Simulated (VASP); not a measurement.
HfB2, 3 atoms in the cell. Symmetry: P6/mmm, No. 191, hexagonal system. Conventional cell: a = 3.146 Å, b = 3.146 Å, c = 3.486 Å, α = 90.00°, β = 90.00°, γ = 120.00°. Hf (site symmetry 6/mmm) has 12 B at 2.52 Å and 6 Hf at 3.15 Å within 3.3 Å. Within 2.4 Å of B (site symmetry -6m2) lie 3 B at 1.82 Å. 

```yaml
Program: VASP 6.6.1
Task: single point
Functional: PBE
Potentials_or_basis: VASP PAW PBE potentials, release 64 (Hf_pv, B)
Cutoff: 520 eV
k_mesh: 15 × 15 × 12
Occupations: fermi-dirac, width 0.15 eV
Spin: no spin polarisation
Dipole_correction: no
Further_INCAR_settings: ALGO = Normal; EDIFF = 1e-06; NBANDS = 15
```

Potentials or basis: VASP PAW PBE potentials, release 64 (Hf_pv, B).

The run is started by

```bash
$ cat potpaw_PBE.64/Hf_pv/POTCAR potpaw_PBE.64/B/POTCAR > POTCAR
$ mpirun -np 1 vasp_std > vasp.out
```

Hardware: 1 thread of Intel Xeon 8259CL (shared host).

Question: How long does it take, and how much memory?

Answer: It took 80 s on 1 thread of Intel Xeon 8259CL, on a shared host, peak memory 0.21 GiB. Counts: scf iterations 13, k points 189.
